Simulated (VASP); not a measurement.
A run of VASP 6.6.1:

Contents of INCAR:

```
SYSTEM = KF
PREC     = Accurate       ! precision mode
ENCUT    = 520            ! plane-wave cutoff, eV
EDIFF    = 1E-6           ! SCF threshold, eV
ISMEAR   = 0              ! smearing method
SIGMA    = 0.05           ! smearing width, eV
LREAL    = .FALSE.        ! projectors in reciprocal space
LASPH    = .TRUE.         ! aspherical terms in the spheres
NELM     = 100            ! most SCF steps
ALGO     = Normal         ! electronic algorithm
ISIF     = 2              ! what is computed and relaxed
LWAVE    = .FALSE.        ! write WAVECAR
LCHARG   = .FALSE.        ! write CHGCAR
GGA      = CA             ! functional
NBANDS   = 15             ! bands
```

File KPOINTS:

```
regular mesh
0
G
  8 8 8
  0 0 0
```

File POSCAR:

```
KF
1.0
    3.2100706750      0.0000000000      0.0000000000
    0.0000000000      3.2100706750      0.0000000000
    0.0000000000      0.0000000000      3.2100706750
K F
1 1
Direct
    0.0000000000      0.0000000000      0.0000000000
    0.5000000000      0.5000000000      0.5000000000
```

Potentials or basis: VASP PAW LDA potentials, release 64 (K_sv, F).

The run is started by

```sh
$ cat potpaw_LDA.64/K_sv/POTCAR potpaw_LDA.64/F/POTCAR > POTCAR
$ mpirun -np 1 vasp_std > vasp.out
```

Hardware: 1 thread of Intel Xeon 8259CL, with other jobs on the host.

Problem. Estimate the wall time of this run.

Solution. Wall time 16 s on 1 thread of Intel Xeon 8259CL, with other jobs on the host, peak memory 0.13 GiB. Counts: scf iterations 13, k points 35.
